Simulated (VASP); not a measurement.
# Zn8Au7 (a cell with a defect) in VASP: single point with PBE

Aim: the single point of Zn8Au7 (a cell with a defect) with PBE.

Program: VASP 6.6.1. These are calculated values, not measurements. Logs are shortened: lines on timing, memory, paths and dates and some standing lists are left out, and cuts for length are marked.

### 1 The cell of the first run

The cell holds a defect, 15 atoms: a = 6.265 Å, b = 6.265 Å, c = 6.265 Å, α = 90.00°, β = 90.00°, γ = 90.00°.

### 2 Single point, PBE

INCAR reads:

```
PREC = Accurate ; ENCUT = 520
EDIFF = 1E-6 ; ISMEAR = 0
SIGMA = 0.1 ; LREAL = Auto
LASPH = True ; NELM = 100
ALGO = Normal ; ISIF = 2
LWAVE = False ; LCHARG = False
GGA = PE ; NBANDS = 100
```

KPOINTS reads:

```
Automatic mesh
0
Gamma
  2 2 2
```

POSCAR reads:

```
Zn8Au7
1.0
    6.2646440000      0.0000000000      0.0000000000
    0.0000000000      6.2646440000      0.0000000000
    0.0000000000      0.0000000000      6.2646440000
Au Zn
7 8
Direct
    0.0006289264     -0.0006295649      0.0005245310
    0.0000952967     -0.0003770366      0.4995752352
    0.0006953308      0.5001430249      0.0005756113
   -0.0004509434      0.4992090532      0.5004309902
    0.4994087453     -0.0008182428      0.0005133572
    0.5005794423     -0.0001451000      0.5004906903
    0.5000703951      0.4997003820     -0.0000930620
    0.2582754902      0.2574778391      0.2581741277
    0.2576495967      0.2572085501      0.7427081252
    0.2587376074      0.7409560703      0.2595130705
    0.2593251907      0.7403435854      0.7404293045
    0.7409506430      0.2586924333      0.2588432798
    0.7425797859      0.2571613008      0.7429370288
    0.7423979719      0.7416852418      0.2578369976
    0.7427242474      0.7422073784      0.7430214710
```

Potentials or basis: VASP PAW PBE potentials, release 64 (Au, Zn).

Launch:

```console
cat potpaw_PBE.64/Au/POTCAR potpaw_PBE.64/Zn/POTCAR > POTCAR
mpirun -np 1 vasp_std > vasp.out
```

OUTCAR:

```text
PREC = Accurate
   ENCUT = 520
   EDIFF = 1E-6
   ISMEAR = 0
   LREAL = Auto
   LASPH = True
   NELM = 100
   ISIF = 2
   GGA = PE

 ion  position               nearest neighbor table
   1  0.001  0.999  0.001-  15 2.79   9 2.79  14 2.80   8 2.80  13 2.80  10 2.80  12 2.81  11 2.81
                             5 3.12   2 3.13   3 3.13   3 3.14   2 3.14   5 3.14
   2  0.000  1.000  0.500-  14 2.74   8 2.74  10 2.74  15 2.74   9 2.74  13 2.74  12 2.75  11 2.75
                             1 3.13   6 3.13   4 3.13   4 3.13   6 3.14   1 3.14
   3  0.001  0.500  0.001-  14 2.74  15 2.74   9 2.74   8 2.74  10 2.74  13 2.75  11 2.75  12 2.75
                             1 3.13   7 3.13   4 3.13   4 3.13   7 3.14   1 3.14
   4  1.000  0.499  0.500-  12 2.68  11 2.68  13 2.68  10 2.68  14 2.69  15 2.69   9 2.69   8 2.69
                             2 3.13   3 3.13   3 3.13   2 3.13
   5  0.499  0.999  0.001-   8 2.74   9 2.74  15 2.74  14 2.74  10 2.74  13 2.75  11 2.75  12 2.75
                             1 3.12   7 3.13   6 3.13   6 3.13   7 3.14   1 3.14
   6  0.501  1.000  0.500-  11 2.68  12 2.68  13 2.68  10 2.68   8 2.69  15 2.69   9 2.69  14 2.69
                             2 3.13   5 3.13   5 3.13   2 3.14
   7  0.500  0.500  1.000-  12 2.68  11 2.68  13 2.68  15 2.68   9 2.69  14 2.69   8 2.69  10 2.69
                             3 3.13   5 3.13   5 3.14   3 3.14
   8  0.258  0.257  0.258-   6 2.69   7 2.69   4 2.69   5 2.74   2 2.74   3 2.74   1 2.80  12 3.02
                            10 3.03   9 3.04
   9  0.258  0.257  0.743-   7 2.69   4 2.69   6 2.69   5 2.74   3 2.74   2 2.74   1 2.79  11 3.03
                             8 3.04  13 3.04
  10  0.259  0.741  0.260-   6 2.68   4 2.68   7 2.69   2 2.74   3 2.74   5 2.74   1 2.80  11 3.01
                             8 3.03  14 3.03
  11  0.259  0.740  0.740-   6 2.68   7 2.68   4 2.68   3 2.75   5 2.75   2 2.75   1 2.81  10 3.01
                             9 3.03  15 3.03
  12  0.741  0.259  0.259-   4 2.68   7 2.68   6 2.68   2 2.75   5 2.75   3 2.75   1 2.81   8 3.02
                            14 3.03  13 3.03
  13  0.743  0.257  0.743-   4 2.68   6 2.68   7 2.68   2 2.74   5 2.75   3 2.75   1 2.80  12 3.03
                             9 3.04  15 3.04
  14  0.742  0.742  0.258-   4 2.69   7 2.69   6 2.69   3 2.74   2 2.74   5 2.74   1 2.80  12 3.03
                            10 3.03  15 3.04
  15  0.743  0.742  0.743-   7 2.68   6 2.69   4 2.69   3 2.74   5 2.74   2 2.74   1 2.79  11 3.03
                            13 3.04  14 3.04

  LATTYP: Found a simple cubic cell.
 ALAT       =     6.2646440000

  Lattice vectors:

 A1 = (   6.2646440000,   0.0000000000,   0.0000000000)
 A2 = (   0.0000000000,   6.2646440000,   0.0000000000)
 A3 = (   0.0000000000,   0.0000000000,   6.2646440000)

Analysis of symmetry for initial positions (statically):
=====================================================================
 Subroutine PRICEL returns:
 Original cell was already a primitive cell.

 Routine SETGRP: Setting up the symmetry group for a
 simple cubic supercell.

 Subroutine GETGRP returns: Found  1 space group operations
 (whereof  1 operations were pure point group operations)
 out of a pool of 48 trial point group operations.

The static configuration has the point symmetry C_1 .

Analysis of symmetry for dynamics (positions and initial velocities):
=====================================================================
 Subroutine PRICEL returns:
 Original cell was already a primitive cell.

 Routine SETGRP: Setting up the symmetry group for a
 simple cubic supercell.

 Subroutine GETGRP returns: Found  1 space group operations
 (whereof  1 operations were pure point group operations)
 out of a pool of 48 trial point group operations.

The dynamic configuration has the point symmetry C_1 .

 Subroutine INISYM returns: Found  1 space group operations
 (whereof  1 operations are pure point group operations),
 and found     1 'primitive' translations

----------------------------------------------------------------------------------------

                                     Primitive cell

  volume of cell :     245.8607

  direct lattice vectors                    reciprocal lattice vectors
     6.264644000  0.000000000  0.000000000     0.159625990  0.000000000  0.000000000
     0.000000000  6.264644000  0.000000000     0.000000000  0.159625990  0.000000000
     0.000000000  0.000000000  6.264644000     0.000000000  0.000000000  0.159625990

  length of vectors
[... 56 lines left out ...]
     0.000000000  0.000000000  0.000000000

 Subroutine IBZKPT returns following result:
 ===========================================

 Found      8 irreducible k-points:

 Following reciprocal coordinates:
            Coordinates               Weight
  0.000000  0.000000  0.000000      1.000000
  0.500000  0.000000  0.000000      1.000000
  0.000000  0.500000  0.000000      1.000000
  0.000000  0.000000  0.500000      1.000000
  0.500000  0.500000  0.000000      1.000000
  0.000000  0.500000  0.500000      1.000000
  0.500000  0.000000  0.500000      1.000000
  0.500000  0.500000  0.500000      1.000000
   k-points           NKPTS =      8   k-points in BZ     NKDIM =      8   number of bands    NBANDS=    100
   number of dos      NEDOS =    301   number of ions     NIONS =     15
   total plane-waves  NPLWV = 110592
   dimension x,y,z NGX =    48 NGY =   48 NGZ =   48
   dimension x,y,z NGXF=    96 NGYF=   96 NGZF=   96
   ions per type =               7   8
   NGX,Y,Z   is equivalent  to a cutoff of  12.74, 12.74, 12.74 a.u.
   NGXF,Y,Z  is equivalent  to a cutoff of  25.48, 25.48, 25.48 a.u.
 SYSTEM =  unknown system
   PREC   = accura    normal or accurate (medium, high low for compatibility)
   ISTART =      0    job   : 0-new  1-cont  2-samecut
   ICHARG =      2    charge: 1-file 2-atom 10-const
   ISPIN  =      1    spin polarized calculation?
   LNONCOLLINEAR =      F non collinear calculations
   LSORBIT =      F    spin-orbit coupling
   LASPH  =      T    aspherical Exc in radial PAW
   ENCUT  =  520.0 eV  38.22 Ry    6.18 a.u.  11.65 11.65 11.65*2*pi/ulx,y,z
   NELM   =    100;   NELMIN=  2; NELMDL= -5     # of ELM steps
   EDIFF  = 0.1E-05   stopping-criterion for ELM
   LREAL  =      T    real-space projection
   EDIFFG = 0.1E-04   stopping-criterion for IOM
   NSW    =      0    number of steps for IOM
   IBRION =     -1    ionic relax: 0-MD 1-quasi-New 2-CG
   NFREE  =      0    steps in history (QN), initial steepest desc. (CG)
   ISIF   =      2    stress and relaxation
   ISYM   =      2    0-nonsym 1-usesym 2-fastsym
   POTIM  = 0.5000    time-step for ionic-motion
   TEBEG  =    0.0;   TEEND  =   0.0 temperature during run
   PSTRESS=    0.0 pullay stress
   NELECT =     173.0000    total number of electrons
   NUPDOWN=      -1.0000    fix difference up-down
   EMIN   =  10.00;   EMAX   =-10.00  energy-range for DOS
   EFERMI =   0.00;   METHOD = LEGACY
   ISMEAR =     0;   SIGMA  =   0.10  broadening in eV -4-tet -1-fermi 0-gaus
   EFERMI_NEDOS =   21; number of points for ismear=-14 and -15
   IALGO  =     38    algorithm
   IMIX   =      4    mixing-type and parameters
     AMIX     =   0.40;   BMIX     =  1.00
     AMIX_MAG =   1.60;   BMIX_MAG =  1.00
  volume/ion in A,a.u.               =      16.39       110.61
  Fermi-wavevector in a.u.,A,eV,Ry     =   1.456109  2.751646 28.847788  2.120253
  Thomas-Fermi vector in A             =   2.573065
   LORBIT       =      0    0 simple, 1 ext, 2 COOP (PROOUT), +10 PAW based schemes
   GGA     = PE    functional components
   LHFCALC =     F    Hartree Fock is set to
   AEXX    =    0.0000 exact exchange contribution
   IVDW    =     0    specifies the selected vdW correction
   LEPSILON=     F    determine dielectric tensor
   LRPA    =     F    only Hartree local field effects (RPA)
 non-spin polarized calculation
 Gauss-broadening in eV      SIGMA  =   0.10
  energy-cutoff  :      520.00
  volume of cell :      245.86
 maximum number of plane-waves:      6704
 NGX is ok and might be reduce to    48
   NGX = 23   NGY = 23   NGZ = 23

 number of electron     172.9999973 magnetization

 Free energy of the ion-electron system (eV)
  ---------------------------------------------------
  ext. energy  EPLUGINS =         0.00000000
  ---------------------------------------------------
  free energy    TOTEN  =       -34.84917794 eV

  energy without entropy =      -34.80173775  energy(sigma->0) =      -34.82545785

 E-fermi :   6.8046     XC(G=0): -11.9678

 val. band max:        6.7024381154   @ k =   0.0000   0.0000   0.5000
 cond. band min:       6.8272802017   @ k =   0.0000   0.0000   0.5000
 fundamental gap:      0.1248420864
 Fermi energy:         6.8046475639

 k-point     1 :       0.0000    0.0000    0.0000
  band No.  band energies     occupation
      1      -4.0541      2.00000
      2      -1.9960      2.00000
      3      -1.9960      2.00000
      4      -1.8707      2.00000
      5      -1.8702      2.00000
      6      -1.8700      2.00000
[... 797 lines left out ...]
     97       9.7891      0.00000
     98       9.7929      0.00000
 [bands above 98 left out]

------------------------ aborting loop because EDIFF is reached ----------------------------------------

  FORCE on cell =-STRESS in cart. coord.  units (eV):
  Direction    XX          YY          ZZ          XY          YZ          ZX
  --------------------------------------------------------------------------------------
  -------------------------------------------------------------------------------------
  Total        3.7470726      3.7467513      3.7494094      0.1256184     -0.0683673      0.0655869
  in kB       24.4181916     24.4160980     24.4334196      0.8186056     -0.4455229      0.4274040
  external PRESSURE =      24.4225697 kB  Pullay stress =       0.0000000 kB

 VOLUME and BASIS-vectors are now :
 -----------------------------------------------------------------------------
  energy-cutoff  :      520.00
  volume of cell :      245.86
      direct lattice vectors                 reciprocal lattice vectors
     6.264644000  0.000000000  0.000000000     0.159625990  0.000000000  0.000000000
     0.000000000  6.264644000  0.000000000     0.000000000  0.159625990  0.000000000
     0.000000000  0.000000000  6.264644000     0.000000000  0.000000000  0.159625990

 POSITION                                       TOTAL-FORCE (eV/Angst)
 -----------------------------------------------------------------------------------
      0.00394      6.26070      0.00329         0.001571     -0.002129      0.001776
      0.00060      6.26228      3.12966         0.001865     -0.001539     -0.001170
      0.00436      3.13322      0.00361         0.002191      0.000896      0.001317
      6.26182      3.12737      3.13502         0.000049     -0.001894      0.001164
      3.12862      6.25952      0.00322        -0.003823     -0.002269      0.001028
      3.13595      6.26374      3.13540         0.002644      0.000878      0.001611
      3.13276      3.13044      6.26406         0.000116     -0.001500     -0.000472
      1.61800      1.61301      1.61737         0.003852      0.004968      0.002622
      1.61408      1.61132      4.65280         0.003681      0.004486     -0.004399
      1.62090      4.64183      1.62576         0.001934     -0.000669      0.000672
      1.62458      4.63799      4.63853        -0.000065      0.000317     -0.000153
      4.64179      1.62062      1.62156        -0.000862      0.001278      0.003104
      4.65200      1.61102      4.65424        -0.004312      0.004071     -0.005312
      4.65086      4.64639      1.61526        -0.004449     -0.003849      0.003497
      4.65290      4.64966      4.65477        -0.004389     -0.003045     -0.005286
 -----------------------------------------------------------------------------------
    total drift:                                0.003763     -0.011726      0.008920

  FREE ENERGIE OF THE ION-ELECTRON SYSTEM (eV)
  ---------------------------------------------------
  free  energy   TOTEN  =       -34.8491779391 eV

  energy  without entropy=      -34.8017377525  energy(sigma->0) =      -34.82545785
```

Wall time 7.4 min (1 thread of Oxide Virtual Turin-like, shared host); peak memory 0.36 GiB.

What came out:

| Quantity | Value |
| --- | --- |
| Free energy | -34.8492 eV |
| Pressure | 2.4 GPa |
| Largest force | 0.008 eV/Å |
| Band gap on the k mesh | zero (an odd number of electrons rules out a gap without spin polarisation) |

Forces in eV/Å, atoms in the order of the input:
```
Au   0.002 -0.002  0.002
Au   0.002 -0.002 -0.001
Au   0.002  0.001  0.001
Au   0.000 -0.002  0.001
Au  -0.004 -0.002  0.001
Au   0.003  0.001  0.002
Au   0.000 -0.002  0.000
Zn   0.004  0.005  0.003
Zn   0.004  0.004 -0.004
Zn   0.002 -0.001  0.001
Zn   0.000  0.000  0.000
Zn  -0.001  0.001  0.003
Zn  -0.004  0.004 -0.005
Zn  -0.004 -0.004  0.003
Zn  -0.004 -0.003 -0.005
```

Caveat: the k points lie up to 0.50 Å⁻¹ apart, too coarse for converged energies and pressures of a metal; spin-orbit coupling is left out, which moves the levels of the heavy elements.

The gap in the log of VASP goes by the Fermi energy; the results here count the filled bands.